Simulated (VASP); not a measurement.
# AlN (P6_3mc) in VASP: further runs

AlN is run at these levels: BLYP, RPBE, r2SCAN; tasks: single point.

Everything below comes from runs of VASP 6.6.1. Logs are shortened: lines on timing, memory, paths and dates and some standing lists are left out, and cuts for length are marked.

### Step 1. The cell of the first run

It takes space group P6_3mc (No. 186, hexagonal). The conventional cell has a = 3.113 Å, b = 3.113 Å, c = 4.981 Å, α = 90.00°, β = 90.00°, γ = 120.00°. Al (site symmetry 3m) has 4 N at 1.89 Å within 2.5 Å. N (site symmetry 3m) has 4 Al at 1.89 Å within 2.5 Å.

### Step 2. Single point, BLYP

The input, INCAR:

```
SYSTEM = AlN
AGGAC    = 1.0          
AGGAX    = 1.0          
ALDAC    = 0.0          
ALDAX    = 1.0          
ALGO     = Normal         ! electronic algorithm
EDIFF    = 1E-6           ! SCF threshold, eV
ENCUT    = 600            ! plane-wave cutoff, eV
GGA      = B5             ! functional
GGA_COMPAT= .FALSE.      
ISIF     = 2              ! what is computed and relaxed
ISMEAR   = 0              ! smearing method
LASPH    = .TRUE.         ! aspherical terms in the spheres
LCHARG   = .TRUE.         ! write CHGCAR
LELF     = .TRUE.         ! ELF
LREAL    = .FALSE.        ! projectors in reciprocal space
LVHAR    = .TRUE.       
LWAVE    = .FALSE.        ! write WAVECAR
NBANDS   = 16             ! bands
NELM     = 120            ! most SCF steps
PREC     = Accurate       ! precision mode
SIGMA    = 0.01           ! smearing width, eV
```

The input, KPOINTS:

```
k-points
0
G
  12 12 4
  0 0 0
```

The input, POSCAR:

```
AlN
1.0
    3.1130000000      0.0000000000      0.0000000000
   -1.5565000000      2.6959370800      0.0000000000
    0.0000000000      0.0000000000      4.9810000000
Al N
2 2
Direct
    0.3333333300      0.6666666700      0.0000000000
    0.6666666700      0.3333333300      0.5000000000
    0.3333333300      0.6666666700      0.3800000000
    0.6666666700      0.3333333300      0.8800000000
```

Potentials or basis: VASP PAW PBE potentials, release 64 (Al, N).

Started as:

```
$ cat potpaw_PBE.64/Al/POTCAR potpaw_PBE.64/N/POTCAR > POTCAR
$ mpirun -np 1 vasp_std > vasp.out
```

OUTCAR:

```text
SYSTEM = AlN
   EDIFF = 1E-6
   ENCUT = 600
   GGA = B5
   ISIF = 2
   ISMEAR = 0
   LASPH = .TRUE.
   LREAL = .FALSE.
   NELM = 120
   PREC = Accurate

 ion  position               nearest neighbor table
   1  0.333  0.667  0.000-   3 1.89   4 1.89   4 1.89   4 1.89   2 3.07   2 3.07   2 3.07   2 3.07
                             2 3.07   2 3.07
   2  0.667  0.333  0.500-   4 1.89   3 1.89   3 1.89   3 1.89   1 3.07   1 3.07   1 3.07   1 3.07
                             1 3.07   1 3.07
   3  0.333  0.667  0.380-   1 1.89   2 1.89   2 1.89   2 1.89
   4  0.667  0.333  0.880-   2 1.89   1 1.89   1 1.89   1 1.89

  LATTYP: Found a hexagonal cell.
 ALAT       =     3.1130000000
 C/A-ratio  =     1.6000642467

  Lattice vectors:

 A1 = (   3.1130000000,   0.0000000000,   0.0000000000)
 A2 = (  -1.5565000000,   2.6959370800,   0.0000000000)
 A3 = (   0.0000000000,   0.0000000000,   4.9810000000)

Analysis of symmetry for initial positions (statically):
=====================================================================
 Subroutine PRICEL returns:
 Original cell was already a primitive cell.

 Routine SETGRP: Setting up the symmetry group for a
 hexagonal supercell.

 Subroutine GETGRP returns: Found 12 space group operations
 (whereof  6 operations were pure point group operations)
 out of a pool of 24 trial point group operations.

The static configuration has the point symmetry C_3v.
 The point group associated with its full space group is C_6v.

Analysis of symmetry for dynamics (positions and initial velocities):
=====================================================================
 Subroutine PRICEL returns:
 Original cell was already a primitive cell.

 Routine SETGRP: Setting up the symmetry group for a
 hexagonal supercell.

 Subroutine GETGRP returns: Found 12 space group operations
 (whereof  6 operations were pure point group operations)
 out of a pool of 24 trial point group operations.

The dynamic configuration has the point symmetry C_3v.
 The point group associated with its full space group is C_6v.

 Subroutine INISYM returns: Found 12 space group operations
 (whereof  6 operations are pure point group operations),
 and found     1 'primitive' translations

----------------------------------------------------------------------------------------

                                     Primitive cell

  volume of cell :      41.8028

  direct lattice vectors                    reciprocal lattice vectors
     3.113000000  0.000000000  0.000000000     0.321233537  0.185464269  0.000000000
    -1.556500000  2.695937080  0.000000000     0.000000000  0.370928538  0.000000000
     0.000000000  0.000000000  4.981000000     0.000000000  0.000000000  0.200762899

  length of vectors
     3.113000000  3.112999998  4.981000000     0.370928538  0.370928538  0.200762899

  position of ions in fractional coordinates (direct lattice)
     0.333333330  0.666666670  0.000000000
     0.666666670  0.333333330  0.500000000
     0.333333330  0.666666670  0.380000000
     0.666666670  0.333333330  0.880000000

  ion indices of the primitive-cell ions
   primitive index   ion index
                 1           1
                 2           2
                 3           3
                 4           4

----------------------------------------------------------------------------------------

 KPOINTS: k-points

Automatic generation of k-mesh.
 Grid dimensions read from file:
 generate k-points for:   12   12    4

 Generating k-lattice:

  Cartesian coordinates                     Fractional coordinates (reciprocal lattice)
     0.026769461  0.015455356  0.000000000     0.083333333 -0.000000000  0.000000000
     0.000000000  0.030910712  0.000000000     0.000000000  0.083333333  0.000000000
     0.000000000  0.000000000  0.050190725     0.000000000  0.000000000  0.250000000

  Length of vectors
     0.030910711  0.030910712  0.050190725

  Shift w.r.t. Gamma in fractional coordinates (k-lattice)
     0.000000000  0.000000000  0.000000000

 Subroutine IBZKPT returns following result:
 ===========================================

 Found     57 irreducible k-points:

 Following reciprocal coordinates:
            Coordinates               Weight
  0.000000  0.000000  0.000000      1.000000
  0.083333  0.000000  0.000000      6.000000
  0.166667  0.000000  0.000000      6.000000
  0.250000  0.000000  0.000000      6.000000
  0.333333  0.000000  0.000000      6.000000
  0.416667  0.000000  0.000000      6.000000
[... 16 lines left out ...]
  0.250000  0.000000  0.250000     12.000000
  0.333333  0.000000  0.250000     12.000000
 [... further k-points ...]
   k-points           NKPTS =     57   k-points in BZ     NKDIM =     57   number of bands    NBANDS=     16
   number of dos      NEDOS =    301   number of ions     NIONS =      4
   total plane-waves  NPLWV =  31360
   dimension x,y,z NGX =    28 NGY =   28 NGZ =   40
   dimension x,y,z NGXF=    56 NGYF=   56 NGZF=   80
   ions per type =               2   2
   NGX,Y,Z   is equivalent  to a cutoff of  14.95, 14.95, 13.35 a.u.
   NGXF,Y,Z  is equivalent  to a cutoff of  29.91, 29.91, 26.70 a.u.
 SYSTEM =  AlN
   PREC   = accura    normal or accurate (medium, high low for compatibility)
   ISTART =      0    job   : 0-new  1-cont  2-samecut
   ICHARG =      2    charge: 1-file 2-atom 10-const
   ISPIN  =      1    spin polarized calculation?
   LNONCOLLINEAR =      F non collinear calculations
   LSORBIT =      F    spin-orbit coupling
   LASPH  =      T    aspherical Exc in radial PAW
   ENCUT  =  600.0 eV  44.10 Ry    6.64 a.u.   6.22  6.22  9.95*2*pi/ulx,y,z
   NELM   =    120;   NELMIN=  2; NELMDL= -5     # of ELM steps
   EDIFF  = 0.1E-05   stopping-criterion for ELM
   LREAL  =      F    real-space projection
   EDIFFG = 0.1E-04   stopping-criterion for IOM
   NSW    =      0    number of steps for IOM
   IBRION =     -1    ionic relax: 0-MD 1-quasi-New 2-CG
   NFREE  =      0    steps in history (QN), initial steepest desc. (CG)
   ISIF   =      2    stress and relaxation
   ISYM   =      2    0-nonsym 1-usesym 2-fastsym
   POTIM  = 0.5000    time-step for ionic-motion
   TEBEG  =    0.0;   TEEND  =   0.0 temperature during run
   PSTRESS=    0.0 pullay stress
   NELECT =      16.0000    total number of electrons
[... 6 lines left out ...]
   IMIX   =      4    mixing-type and parameters
     AMIX     =   0.40;   BMIX     =  1.00
     AMIX_MAG =   1.60;   BMIX_MAG =  1.00
  volume/ion in A,a.u.               =      10.45        70.52
  Fermi-wavevector in a.u.,A,eV,Ry     =   1.188629  2.246183 19.222843  1.412839
  Thomas-Fermi vector in A             =   2.324754
   LORBIT       =      0    0 simple, 1 ext, 2 COOP (PROOUT), +10 PAW based schemes
   GGA     = B5    functional components
   LHFCALC =     F    Hartree Fock is set to
   AEXX    =    0.0000 exact exchange contribution
   IVDW    =     0    specifies the selected vdW correction
   LEPSILON=     F    determine dielectric tensor
   LRPA    =     F    only Hartree local field effects (RPA)
 non-spin polarized calculation
 Gauss-broadening in eV      SIGMA  =   0.01
  energy-cutoff  :      600.00
  volume of cell :       41.80
 maximum number of plane-waves:      1412
 NGX is ok and might be reduce to    28
   NGX = 13   NGY = 13   NGZ = 19

 number of electron      16.0000000 magnetization

 Free energy of the ion-electron system (eV)
  ---------------------------------------------------
  ext. energy  EPLUGINS =         0.00000000
  ---------------------------------------------------
  free energy    TOTEN  =       -27.85256063 eV

  energy without entropy =      -27.85256063  energy(sigma->0) =      -27.85256063

 E-fermi :   6.6473     XC(G=0): -10.2798

 val. band max:        6.5207811165   @ k =   0.0000   0.0000   0.0000
 cond. band min:      11.0245888993   @ k =   0.0000   0.0000   0.0000
 fundamental gap:      4.5038077828
 Fermi energy:         6.6472631946

 k-point     1 :       0.0000    0.0000    0.0000
  band No.  band energies     occupation
      1      -8.5341      2.00000
      2      -6.4183      2.00000
      3       0.6790      2.00000
      4       5.6992      2.00000
      5       5.6992      2.00000
      6       6.3438      2.00000
[... 8 lines left out ...]
     15      19.7423      0.00000
     16      19.7423      0.00000

 k-point     2 :       0.0833    0.0000    0.0000
  band No.  band energies     occupation
      1      -8.4466      2.00000
      2      -6.3689      2.00000
      3       0.7822      2.00000
      4       5.2986      2.00000
      5       5.5848      2.00000
      6       5.9494      2.00000
[... 8 lines left out ...]
     15      19.8168      0.00000
     16      19.8173      0.00000

 k-point     3 :       0.1667    0.0000    0.0000
  band No.  band energies     occupation
      1      -8.1919      2.00000
      2      -6.2336      2.00000
      3       1.0863      2.00000
      4       4.3205      2.00000
      5       5.0970      2.00000
      6       5.3154      2.00000
[... 8 lines left out ...]
     15      19.0902      0.00000
     16      19.4837      0.00000

 k-point     4 :       0.2500    0.0000    0.0000
  band No.  band energies     occupation
      1      -7.7957      2.00000
      2      -6.0549      2.00000
      3       1.5719      2.00000
      4       3.1745      2.00000
      5       4.1472      2.00000
      6       5.0052      2.00000
[... 8 lines left out ...]
     15      18.7394      0.00000
     16      19.9570      0.00000

 k-point     5 :       0.3333    0.0000    0.0000
  band No.  band energies     occupation
      1      -7.3105      2.00000
      2      -5.9067      2.00000
      3       2.1177      2.00000
      4       2.2364      2.00000
      5       3.2951      2.00000
      6       4.7351      2.00000
[... 8 lines left out ...]
     15      18.7508      0.00000
     16      21.0403      0.00000

 k-point     6 :       0.4167    0.0000    0.0000
  band No.  band energies     occupation
      1      -6.8381      2.00000
      2      -5.8708      2.00000
      3       1.4596      2.00000
      4       2.6630      2.00000
      5       2.8965      2.00000
      6       4.5553      2.00000
[... 8 lines left out ...]
     15      19.3078      0.00000
     16      21.8369      0.00000
[... 267 lines left out ...]
 k-point    21 :       0.0833    0.0000    0.2500
  band No.  band energies     occupation
      1      -8.2149      2.00000
      2      -6.7823      2.00000
      3       1.5332      2.00000
      4       5.1344      2.00000
      5       5.4482      2.00000
      6       5.6864      2.00000
[... 8 lines left out ...]
     15      19.1017      0.00000
     16      19.1788      0.00000

 k-point    22 :       0.1667    0.0000    0.2500
  band No.  band energies     occupation
      1      -7.9689      2.00000
      2      -6.6133      2.00000
      3       1.7174      2.00000
      4       4.3473      2.00000
      5       4.7231      2.00000
      6       5.4399      2.00000
[... 8 lines left out ...]
     15      19.1055      0.00000
     16      19.4889      0.00000

 k-point    23 :       0.2500    0.0000    0.2500
  band No.  band energies     occupation
      1      -7.5892      2.00000
      2      -6.3759      2.00000
      3       1.8769      2.00000
      4       3.3745      2.00000
      5       3.9466      2.00000
      6       5.1497      2.00000
[... 8 lines left out ...]
     15      19.0276      0.00000
     16      19.9924      0.00000

 k-point    24 :       0.3333    0.0000    0.2500
  band No.  band energies     occupation
      1      -7.1314      2.00000
      2      -6.1434      2.00000
      3       1.6483      2.00000
      4       2.5852      2.00000
      5       3.6100      2.00000
      6       4.8934      2.00000
[... 8 lines left out ...]
     15      18.9976      0.00000
     16      20.7842      0.00000

 [... further k-points ...]

------------------------ aborting loop because EDIFF is reached ----------------------------------------

  FORCE on cell =-STRESS in cart. coord.  units (eV):
  Direction    XX          YY          ZZ          XY          YZ          ZX
  --------------------------------------------------------------------------------------
  -------------------------------------------------------------------------------------
  Total        1.6158616      1.6158616      2.1735893      0.0000000     -0.0000000      0.0000000
  in kB       61.9311749     61.9311748     83.3072226      0.0000000     -0.0000000      0.0000000
  external PRESSURE =      69.0565241 kB  Pullay stress =       0.0000000 kB

 VOLUME and BASIS-vectors are now :
 -----------------------------------------------------------------------------
  energy-cutoff  :      600.00
  volume of cell :       41.80
      direct lattice vectors                 reciprocal lattice vectors
     3.113000000  0.000000000  0.000000000     0.321233537  0.185464269  0.000000000
    -1.556500000  2.695937080  0.000000000     0.000000000  0.370928538  0.000000000
     0.000000000  0.000000000  4.981000000     0.000000000  0.000000000  0.200762899

 POSITION                                       TOTAL-FORCE (eV/Angst)
 -----------------------------------------------------------------------------------
     -0.00000      1.79729      0.00000        -0.000000     -0.000000     -0.114843
      1.55650      0.89865      2.49050        -0.000000     -0.000000     -0.114843
     -0.00000      1.79729      1.89278         0.000000     -0.000000      0.114843
      1.55650      0.89865      4.38328        -0.000000      0.000000      0.114843
 -----------------------------------------------------------------------------------
    total drift:                               -0.000009      0.000005      0.000471

  FREE ENERGIE OF THE ION-ELECTRON SYSTEM (eV)
  ---------------------------------------------------
  free  energy   TOTEN  =       -27.8525606317 eV

  energy  without entropy=      -27.8525606317  energy(sigma->0) =      -27.85256063
```

Wall time 88 s (1 thread of Intel Xeon 8259CL, shared host); peak memory 0.19 GiB.

Results:

- Free energy: -27.8526 eV
- Pressure: 6.9 GPa
- Largest force: 0.115 eV/Å
- Band gap on the k mesh: 4.50 eV

Forces on the atoms (eV/Å):
```
Al   0.000  0.000 -0.115
Al   0.000  0.000 -0.115
N    0.000  0.000  0.115
N    0.000  0.000  0.115
```

Stress tensor (GPa, compression positive):
```
6.19 0.00 0.00
0.00 6.19 0.00
0.00 0.00 8.33
```

Levels at points of the mesh, in eV from the valence-band top:
```tsv
k point	band 4	band 5	band 6	band 7	band 8	band 9	band 10	band 11	band 12	band 13
(0.00, 0.00, 0.00)	-0.82	-0.82	-0.18	-0.18	0.00	4.50	6.84	10.84	11.28	11.28
(0.50, 0.00, 0.00)	-4.07	-3.26	-2.03	-1.71	-0.65	6.09	6.10	8.38	10.51	11.07
(0.00, 0.00, 0.50)	-3.23	-0.51	-0.51	-0.51	-0.51	6.68	6.68	10.52	10.52	11.60
(0.50, 0.00, 0.50)	-5.47	-1.41	-1.41	-1.32	-1.32	5.61	5.61	9.47	9.47	11.95
```

Caveat: the cell stands under pressure; the PAW data sets were made with another functional, which shifts forces and pressure a little. A k mesh can miss the band edges.

### Step 3. Single point, RPBE

The input, INCAR:

```
SYSTEM = AlN
PREC     = Accurate       ! precision mode
ENCUT    = 600            ! plane-wave cutoff, eV
EDIFF    = 1E-6           ! SCF threshold, eV
ISMEAR   = 0              ! smearing method
SIGMA    = 0.01           ! smearing width, eV
LREAL    = .FALSE.        ! projectors in reciprocal space
LASPH    = .TRUE.         ! aspherical terms in the spheres
NELM     = 120            ! most SCF steps
ALGO     = Normal         ! electronic algorithm
ISIF     = 2              ! what is computed and relaxed
LWAVE    = .FALSE.        ! write WAVECAR
LCHARG   = .FALSE.        ! write CHGCAR
GGA      = RP             ! functional
NBANDS   = 16             ! bands
GGA_COMPAT= .FALSE.
```

The input, KPOINTS:

```
Automatic mesh
0
G
  12 12 4
  0 0 0
```

POSCAR is that of step 2.

Potentials or basis: VASP PAW PBE potentials, release 64 (Al, N).

Started as:

```
$ cat potpaw_PBE.64/Al/POTCAR potpaw_PBE.64/N/POTCAR > POTCAR
$ mpirun -np 1 vasp_std > vasp.out
```

It took 64 s on 1 thread of Intel Xeon 8259CL, shared host; peak memory 0.19 GiB.

It converged, with:

```yaml
Free_energy: -28.3233 eV
Pressure: 6.6 GPa
Largest_force: 0.136 eV/Å
Band_gap_on_the_k_mesh: 4.27 eV
```

Forces on the atoms (eV/Å):
```
Al   0.000  0.000 -0.136
Al   0.000  0.000 -0.136
N    0.000  0.000  0.136
N    0.000  0.000  0.136
```

Stress tensor (GPa, compression positive):
```
6.12 0.00 0.00
0.00 6.12 0.00
0.00 0.00 7.65
```

Levels at points of the mesh, in eV from the valence-band top:
```csv
k point,band 6,band 7,band 8,band 9,band 10,band 11
"(0.00, 0.00, 0.00)",-0.18,-0.18,0.00,4.27,6.76,10.70
"(0.50, 0.00, 0.00)",-2.05,-1.75,-0.66,5.88,5.91,8.29
"(0.00, 0.00, 0.50)",-0.51,-0.51,-0.51,6.53,6.53,10.44
"(0.50, 0.00, 0.50)",-1.43,-1.34,-1.34,5.40,5.40,9.38
```

Caveat: the cell stands under pressure; the PAW data sets were made with another functional, which shifts forces and pressure a little.

### Step 4. Single point, r2SCAN

POSCAR is that of step 3.

The input, INCAR.step1:

```
SYSTEM = AlN
PREC = Accurate
ENCUT = 660
ISMEAR = 0
SIGMA = 0.01
LREAL = .FALSE.
LASPH = .TRUE.
NELM = 120
NBANDS = 16
GGA = PE
ALGO = Normal
EDIFF = 1E-5
LWAVE = .TRUE.
LCHARG = .FALSE.
GGA_COMPAT = .FALSE.
```

The input, INCAR.step2:

```
SYSTEM = AlN
PREC = Accurate
ENCUT = 660
EDIFF = 1E-6
ISMEAR = 0
SIGMA = 0.01
LREAL = .FALSE.
LASPH = .TRUE.
NELM = 120
ALGO = Normal
ISIF = 2
LWAVE = .FALSE.
LCHARG = .TRUE.
METAGGA = R2SCAN
LMIXTAU = .TRUE.
LELF = .TRUE.
LVHAR = .TRUE.
NBANDS = 16
ISTART = 1
GGA_COMPAT = .FALSE.
```

The input, KPOINTS:

```
regular mesh
0
G
  12 12 4
  0 0 0
```

Started as:

```
$ cat potpaw_PBE.64/Al/POTCAR potpaw_PBE.64/N/POTCAR > POTCAR
$ cp INCAR.step1 INCAR
$ mpirun -np 1 vasp_std > vasp.out
$ cp INCAR.step2 INCAR
$ mpirun -np 1 vasp_std > vasp.out
```

Wall time 5.3 min (1 thread of Intel Xeon 8259CL, shared host); peak memory 0.21 GiB.

Results (log left out):

- Free energy: -38.4524 eV
- Pressure: -1.3 GPa
- Largest force: 0.121 eV/Å
- Band gap on the k mesh: 4.90 eV

Forces in eV/Å, atoms in the order of the input:
```
Al   0.000  0.000 -0.121
Al   0.000  0.000 -0.121
N    0.000  0.000  0.121
N    0.000  0.000  0.121
```

Stress tensor (GPa, compression positive):
```
-1.88  0.00  0.00
 0.00 -1.88  0.00
 0.00  0.00 -0.09
```

Levels at points of the mesh, in eV from the valence-band top:
```csv
k point,band 5,band 6,band 7,band 8,band 9,band 10,band 11,band 12
"(0.00, 0.00, 0.00)",-0.86,-0.19,-0.19,0.00,4.90,7.50,11.58,12.02
"(0.50, 0.00, 0.00)",-3.37,-2.11,-1.76,-0.67,6.46,6.55,9.03,11.25
"(0.00, 0.00, 0.50)",-0.53,-0.53,-0.53,-0.53,7.22,7.22,11.30,11.30
"(0.50, 0.00, 0.50)",-1.47,-1.47,-1.37,-1.37,6.00,6.00,10.16,10.16
```

Caveat: the PAW data sets were made with another functional, which shifts forces and pressure a little. A k mesh can miss the band edges.

### Step 5. Overview

```tsv
level	cutoff (eV)	gap on the mesh (eV)	pressure (GPa)	largest force (eV/Å)
BLYP	600	4.50	6.9	0.11
RPBE	600	4.27	6.6	0.14
r2SCAN	660	4.90	-1.3	0.12
```

Alike in all rows: task single point; potentials or basis VASP PAW PBE potentials, release 64 (Al, N); no spin polarisation; cell as given; k mesh 12 × 12 × 4; smearing gaussian 0.01 eV.

On the cell as given the gap runs from 4.27 eV (RPBE) to 4.90 eV (r2SCAN). The pressure there spans -1.3 GPa (r2SCAN) to 6.9 GPa (BLYP); a positive pressure means that this level wants a larger cell, a negative one a smaller.

Caveats: the PAW data sets were made with another functional, which shifts forces and pressure a little; the cell stands under pressure (at least some runs).

Total energies depend on the potentials used, so only differences within one code and one set of settings carry meaning.
